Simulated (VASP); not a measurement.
Runs of VASP 6.6.1 on AlN. The structure is that of space group F-43m (No. 216), or close to it. The cells are those of the table. 

```csv
level,cell,k mesh,cutoff (eV),smearing,grid for exact exchange (PRECFOCK),share of exact exchange,gap on the mesh (eV),pressure (GPa)
B3LYP,"a = 3.026 Å, angles 60.0°, 2 atoms",5 × 5 × 5,520,fermi-dirac 0.05 eV,Normal,0.2,(b),18.2
"b88 exchange, pbe correlation","a = 3.129 Å, angles 60.0°, 2 atoms",10 × 10 × 10,600,fermi-dirac 0.05 eV,-,-,3.32,(a)
BLYP,"a = 3.089 Å, angles 60.0°, 2 atoms",10 × 10 × 10,520,tetrahedron,-,-,3.67,8.3
PBE,"a = 3.122, b = 3.122, c = 3.029 Å, angles 61.0, 61.0, 58.0°, 2 atoms",10 × 10 × 10,600,fermi-dirac 0.05 eV,-,-,3.13,4.2
"b88 exchange, pbe correlation","a = 3.089 Å, angles 60.0°, 2 atoms",10 × 10 × 10,600,fermi-dirac 0.05 eV,-,-,3.34,4.5
```

Alike in all rows: task single point; potentials or basis VASP PAW PBE potentials, release 64 (Al, N); no spin polarisation.

Task: Estimate the missing entries.

Result: (a) -3.2; (b) 5.97.

Caveats: some runs use coarse meshes; the PAW data sets were made with another functional, which shifts forces and pressure a little (at least some runs); the cell stands under pressure (at least some runs); an odd mesh through Γ misses points on the zone boundary, where band edges can lie (at least some runs); the cell stands under tension (at least some runs).
